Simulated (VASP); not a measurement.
Here is a VASP 6.6.1 calculation.

File INCAR:

```
SYSTEM = TePb
ALGO = Normal ; EDIFF = 1E-6
ENCUT = 500 ; GGA = PS
GGA_COMPAT = .False. ; ISIF = 2
ISMEAR = 0 ; LASPH = .True.
LCHARG = .True. ; LELF = .True.
LREAL = .False. ; LVHAR = .True.
LWAVE = .False. ; NBANDS = 17
NELM = 120 ; PREC = Accurate
SIGMA = 0.01
```

File KPOINTS:

```
k-points
0
Gamma
  4 4 4
  0 0 0
```

File POSCAR:

```
TePb
1.0
    0.0000000000      3.2541561606      3.2191859949
    3.2541561606      0.0000000000      3.2191859949
    3.2541561606      3.2541561606      0.0000000000
Pb Te
1 1
Direct
    0.0000000000      0.0000000000      0.0000000000
    0.5000000000      0.5000000000      0.5000000000
```

Potentials or basis: VASP PAW PBE potentials, release 64 (Pb_d, Te).

The run is started by

```bash
$ cat potpaw_PBE.64/Pb_d/POTCAR potpaw_PBE.64/Te/POTCAR > POTCAR
$ mpirun -np 1 vasp_std > vasp.out
```

Q: What does it give for the pressure?

A: -0.9 GPa.

Q: What does it give for the band gap on the k mesh?

A: 0.68 eV, direct.

Stress tensor (GPa, compression positive):
```
-1.30  0.00  0.00
 0.00 -1.30  0.00
 0.00  0.00  0.04
```

Caveat: the PAW data sets were made with another functional, which shifts forces and pressure a little; spin-orbit coupling is left out, which moves the levels of the heavy elements. A k mesh can miss the band edges.
